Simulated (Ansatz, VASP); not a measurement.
# Two plane-wave programs on Mg2C

The input INCAR:

```
ALGO     = Normal         # electronic algorithm
EDIFF    = 1E-6           # SCF threshold, eV
ENCUT    = 520            # plane-wave cutoff, eV
GGA      = PE             # functional
ISIF     = 2              # what is computed and relaxed
ISMEAR   = 0              # smearing method
LASPH    = True           # aspherical terms in the spheres
LCHARG   = False          # write CHGCAR
LREAL    = False          # projectors in reciprocal space
LWAVE    = False          # write WAVECAR
NBANDS   = 11             # bands
NELM     = 100            # most SCF steps
PREC     = Accurate       # precision mode
SIGMA    = 0.01           # smearing width, eV
```

The input KPOINTS:

```
k-points
0
Gamma
  6 6 6
```

File POSCAR:

```
Mg2C
1.0
    0.0000000000      2.7298509974      2.7298509974
    2.7298509974      0.0000000000      2.7298509974
    2.7298509974      2.7298509974      0.0000000000
C Mg
1 2
Direct
    0.0000000000      0.0000000000      0.0000000000
    0.2500000000      0.2500000000      0.2500000000
    0.7500000000      0.7500000000      0.7500000000
```

Input for Ansatz:

```yaml
crystal:
  lattice:
    - [0.0, 2.7298509974, 2.7298509974]
    - [2.7298509974, 0.0, 2.7298509974]
    - [2.7298509974, 2.7298509974, 0.0]
  atoms:
    - { symbol: C, position: [0.0, 0.0, 0.0] }
    - { symbol: Mg, position: [0.25, 0.25, 0.25] }
    - { symbol: Mg, position: [0.75, 0.75, 0.75] }
kpoints:
  mp_grid: { grid: [6, 6, 6] }
hamiltonian:
  xc: pbe
scf:
  occupations: { method: fixed }
  n_extra_bands: 4
output:
  forces: true
  stress: true
  eigenvalues: true
```

Alike in both runs: task single point; functional PBE; k mesh 6 × 6 × 6; no spin polarisation.

|  | VASP | Ansatz |
| --- | --- | --- |
| version | VASP 6.6.1 | Ansatz 0.2.0 |
| potentials or method | VASP PAW PBE potentials, release 64 (C, Mg) | plane waves, PAW |
| plane-wave cutoff (eV) | 520 | 420 |
| occupations | gaussian, width 0.01 eV | fixed |
| valence electrons in the cell | 8 | 24 |

|  | VASP | Ansatz | Ansatz less VASP |
| --- | --- | --- | --- |
| gap on the k mesh at the Fermi level (eV) | 0.73 | 0.74 | +0.009 |
| pressure (GPa) | -0.2 | 0.0 | +0.18 |

VASP's potentials hold 8 valence electrons a cell and Ansatz's 24, so a difference there can come from the potentials and not from the codes.
